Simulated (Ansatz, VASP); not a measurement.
One calculation of BaO, two programs

The input INCAR:

```
ALGO = Normal
EDIFF = 1E-7
EDIFFG = -0.002
ENCUT = 1340
GGA = PE
GGA_COMPAT = False
IBRION = 2
ISIF = 3
ISMEAR = 0
IVDW = 12
LASPH = True
LCHARG = False
LREAL = False
LWAVE = False
NELM = 120
NELMIN = 4
NSW = 100
PREC = Accurate
SIGMA = 0.02
```

Contents of KPOINTS:

```
k-points
0
Gamma
  8 8 8
```

Contents of POSCAR:

```
BaO
1.0
    0.0000000000      2.7903917100      2.7903917100
    2.7903917100      0.0000000000      2.7903917100
    2.7903917100      2.7903917100      0.0000000000
Ba O
1 1
Direct
    0.0000000000      0.0000000000      0.0000000000
    0.5000000000      0.5000000000      0.5000000000
```

Input for Ansatz:

```yaml
crystal:
  lattice:
    - [0.0, 2.79039171, 2.79039171]
    - [2.79039171, 0.0, 2.79039171]
    - [2.79039171, 2.79039171, 0.0]
  atoms:
    - { symbol: Ba, position: [0.0, 0.0, 0.0] }
    - { symbol: O, position: [0.5, 0.5, 0.5] }
basis:
  ecutwfc: 420
kpoints:
  mp_grid: { grid: [8, 8, 8] }
hamiltonian:
  xc: pbe
  dispersion: d3bj
  pseudopotentials: { kind: paw, azcp: { folder: soft_1 } }
scf:
  occupations: { method: gaussian, width: 0.02 }
output:
  forces: true
  stress: true
  eigenvalues: true
  write_density: true
  write_potential: true
  elf: true
  volumetric_format: npy
relax:
  adjacent_minimum: "off"
  f_tol: 0.002
  max_steps: 80
  cell: { stress_tol: 0.02 }
```

Alike in both runs: task relaxation of cell and atoms; functional PBE; dispersion D3(BJ); k mesh 8 × 8 × 8; occupations gaussian, width 0.02 eV; no spin polarisation.

|  | VASP | Ansatz |
| --- | --- | --- |
| version | VASP 6.6.1 | Ansatz 0.2.0 |
| potentials or method | VASP PAW PBE potentials, release 64 (Ba_sv, O_h), cutoff 1340 eV | scalar-relativistic, plane waves, PAW |
| valence electrons in the cell | 16 | 16 |

```csv
,VASP,Ansatz,Ansatz less VASP
"gap on the k mesh at the Fermi level, each at its own relaxed structure (eV)",2.03,2.02,-0.006
relaxed volume (Å³/atom),21.59,21.13,-0.464
relaxed length of the cell vector where the two differ most in proportion (Å),3.938,3.910,-0.0284
```

Spin-orbit coupling is off throughout.
